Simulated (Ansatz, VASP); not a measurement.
## Two plane-wave programs on Ag

```
Ag
1.0
     0.00000    2.05216    2.05216
     2.05216    0.00000    2.05216
     2.05216    2.05216    0.00000
Ag
1
Direct
  0.00000 0.00000 0.00000
```

Alike in both runs: functional r2SCAN; k mesh 18 × 18 × 18; occupations gaussian, width 0.1 eV; no spin polarisation.

Ansatz relaxed the structure, and its values are those at the end. VASP's run is a single point on that final structure, the one shown.

|  | VASP | Ansatz |
| --- | --- | --- |
| version | VASP 6.6.1 | Ansatz 0.2.0 |
| potentials or method | VASP PAW PBE potentials, release 64 (Ag), cutoff 520 eV | scalar-relativistic, plane waves, PAW |
| valence electrons in the cell | 11 | 19 |

```tsv
	VASP	Ansatz	Ansatz less VASP
gap on the k mesh at the Fermi level (eV)	none	none	-
pressure (GPa)	0.1	0.0	-0.11
```

VASP's potentials were made for PBE, not for r2SCAN. A gap of «none» marks a metal or a gap that the smearing closes. VASP's potentials hold 11 valence electrons a cell and Ansatz's 19, so a difference there can come from the potentials and not from the codes.
